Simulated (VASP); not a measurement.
TePt: single point with PBEsol

The system is TePt.

```
Te Pt
1.0
     4.11100    0.00000    0.00000
    -2.05550    3.56023    0.00000
     0.00000    0.00000    5.88168
Te Pt
2 2
Direct
  0.33333 0.66667 0.25000
  0.66667 0.33333 0.75000
  0.00000 0.00000 0.00000
  0.00000 0.00000 0.50000
```

This cell differs from its parent crystal: strain +0.000 along x and y, +0.080 along z.

| Quantity | Value |
| --- | --- |
| Program | VASP 6.6.1 |
| Task | single point |
| Functional | PBEsol |
| Potentials or basis | VASP PAW PBE potentials, release 64 (Te, Pt) |
| Cutoff | 520 eV |
| k mesh | 12 × 12 × 10 |
| Occupations | gaussian, width 0.15 eV |
| Spin | no spin polarisation |
| Dipole correction | no |
| Further INCAR settings | ALGO = Normal; EDIFF = 1e-07; NBANDS = 24 |

- Pressure: -0.9 GPa
- Band gap on the k mesh: zero (bands 16 and 17 overlap by 1.26 eV)

Stress tensor (GPa, compression positive):
```
 1.37  0.00  0.00
 0.00  1.37  0.00
 0.00  0.00 -5.48
```

Levels at points of the mesh, in eV from the Fermi level:
```csv
k point,band 13,band 14,band 15,band 16,band 17,band 18,band 19,band 20
"(0.00, 0.00, 0.00)",-1.43,-1.43,-0.08,-0.08,1.78,2.03,2.42,2.42
"(0.50, 0.00, 0.00)",-2.65,-2.37,-2.22,-1.33,0.81,2.59,3.29,3.82
"(0.00, 0.00, 0.50)",-2.49,-2.49,1.01,1.01,1.01,1.01,4.14,4.14
"(0.50, 0.00, 0.50)",-2.80,-2.80,-0.35,-0.35,0.58,0.58,2.13,2.13
```

Run time: 2.2 min on 1 thread of AMD EPYC 9R45 96-Core Processor (Zen 5), with other jobs on the host, peak memory 0.33 GiB.

Caveat: the cell differs from its parent crystal (strain +0.000 along x and y, +0.080 along z); the stress differs along the axes, from -5 to 1 GPa; the PAW data sets were made with another functional, which shifts forces and pressure a little; spin-orbit coupling is left out, which moves the levels of the heavy elements.
